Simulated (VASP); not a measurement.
Runs of VASP 6.6.1 on Pt. The structure is that of space group Fm-3m (No. 225), or close to it. The cells are those of the table. 

```tsv
task	spin	cell	k mesh	cutoff (eV)	gap on the mesh (eV)	pressure (GPa)	moment (μB)
single point	off	a = 2.788 Å, angles 60.0°, 1 atom	22 × 22 × 22	520	none	22.3	-
single point	off	a = 2.976 Å, angles 60.0°, 1 atom	22 × 22 × 22	520	none	-15.6	-
single point	off	a = 2.904 Å, angles 60.0°, 1 atom	22 × 22 × 22	520	none	(c)	-
single point	non-collinear, zero start, SOC	a = 2.866 Å, angles 60.0°, 1 atom	13 × 13 × 13	520	-	1.8	0.00
single point	off	a = 2.866 Å, angles 60.0°, 1 atom	14 × 14 × 14	520	none	0.9	-
single point	off	a = 2.827 Å, angles 60.0°, 1 atom	22 × 22 × 22	520	none	10.3	-
single point	off	a = 2.941 Å, angles 60.0°, 1 atom	22 × 22 × 22	520	none	-11.5	-
single point	collinear, ferromagnetic start	a = 2.865 Å, angles 60.0°, 1 atom	7 × 7 × 7	500	none	(a)	0.00
single point	off	a = 2.747 Å, angles 60.0°, 1 atom	22 × 22 × 22	520	none	(b)	-
single point	off	a = 2.866 Å, angles 60.0°, 1 atom	22 × 22 × 22	520	none	1.0	-
relaxation of cell and atoms	off	relaxed from a = 2.774 Å, angles 60.0°, 1 atom	14 × 14 × 14	600	none	0.0	-
```

Alike in all rows: level BLYP; potentials or basis VASP PAW PBE potentials, release 64 (Pt); smearing fermi-dirac 0.1 eV.

Q: Estimate the missing entries.

A: (a) 2.1; (b) 37.8; (c) -6.1.

Caveats: some runs use coarse meshes; the PAW data sets were made with another functional, which shifts forces and pressure a little; spin-orbit coupling is left out, which moves the levels of the heavy elements (some runs).

A k mesh can miss the band edges, and rows without SOC leave out spin-orbit coupling on Pt.

A gap of «none» marks levels without a gap at the run's occupations.
